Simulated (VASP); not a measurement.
Wanted: the native input for a VASP 6.6.1 run.

| Quantity | Value |
| --- | --- |
| Task | single point |
| Functional | PBEsol |
| Potentials or basis | VASP PAW PBE potentials, release 64 (Ti_sv) |
| Cutoff | 520 eV |
| k mesh | 11 × 11 × 11 |
| Occupations | fermi-dirac, width 0.05 eV |
| Spin | no spin polarisation |
| Dipole correction | no |
| Further INCAR settings | ALGO = Normal; EDIFF = 1e-06; NBANDS = 12 |

The structure of Ti lies in POSCAR:

```
Ti
1.0
    0.0000000000      2.0163754284      2.0163754284
    2.0163754284      0.0000000000      2.0163754284
    2.0163754284      2.0163754284      0.0000000000
Ti
1
Direct
    0.0000000000      0.0000000000      0.0000000000
```

One way to write it, as run:

INCAR

```
SYSTEM = Ti
  PREC = Accurate
  ENCUT = 520
  EDIFF = 1E-6
  ISMEAR = -1
  SIGMA = 0.05
  LREAL = .False.
  LASPH = .True.
  NELM = 80
  ALGO = Normal
  ISIF = 2
  LWAVE = .False.
  LCHARG = .False.
  GGA = PS
  NBANDS = 12
```

KPOINTS

```
regular mesh
0
Gamma
  11 11 11
  0 0 0
```

Potentials or basis: VASP PAW PBE potentials, release 64 (Ti_sv).

The run is started by

```sh
$ cat potpaw_PBE.64/Ti_sv/POTCAR > POTCAR
$ mpirun -np 1 vasp_std > vasp.out
```

It gave:

```json
{"Pressure": "1.5 GPa", "Band gap on the k mesh": "zero (band 6 reaches 9.64 eV, above the bottom of band 7 at 8.43 eV)"}
```

Caveat: the PAW data sets were made with another functional, which shifts forces and pressure a little.

It took 12 s on 1 thread of Intel Xeon 8259CL, with other jobs on the host, peak memory 0.14 GiB.
